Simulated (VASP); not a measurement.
Runs of VASP 6.6.1 on ScAlN2. It takes space group P4/mmm (No. 123, tetragonal). Conventional cell: a = 3.045 Å, b = 3.045 Å, c = 4.319 Å, α = 90.00°, β = 90.00°, γ = 90.00°. Sc (site symmetry 4/mmm) has 6 N at 2.15 to 2.16 Å within 2.8 Å. N (site symmetry 4/mmm) has 4 Al at 2.15 Å and 2 Sc at 2.16 Å within 2.8 Å. Within 2.8 Å of N (site symmetry 4/mmm) lie 4 Sc at 2.15 Å and 2 Al at 2.16 Å. Al (site symmetry 4/mmm) has 6 N at 2.15 to 2.16 Å within 2.8 Å. 

```tsv
level	potentials or basis	k mesh	cutoff (eV)	grid for exact exchange (PRECFOCK)	screening parameter	gap on the mesh (eV)	pressure (GPa)
PBE	VASP PAW PBE potentials, release 64 (Sc_sv, N, Al)	4 × 4 × 4	600	-	-	0.64	(c)
PBE	VASP PAW PBE potentials, release 64 (Sc_sv, N, Al)	4 × 4 × 4	520	-	-	0.64	4.6
LDA	VASP PAW LDA potentials, release 64 (Sc_sv, N, Al)	4 × 4 × 4	600	-	-	0.49	-6.3
r2SCAN	VASP PAW PBE potentials, release 64 (Sc_sv, N, Al)	4 × 4 × 4	520	-	-	1.10	1.3
PBE	VASP PAW PBE potentials, release 64 (Sc_sv, N, Al)	6 × 6 × 4	600	-	-	0.68	(a)
HSE06	VASP PAW PBE potentials, release 64 (Sc_sv, N, Al)	4 × 4 × 4	520	Normal	0.2079 1/Å	1.83	(b)
```

Alike in all rows: task single point; no spin polarisation; cell as given; smearing gaussian 0.01 eV.

Fill in the values left out.

(a) 4.2; (b) -0.3; (c) 4.5.

Caveats: some runs use coarse meshes; the PAW data sets were made with another functional, which shifts forces and pressure a little (some runs).

A k mesh can miss the band edges.
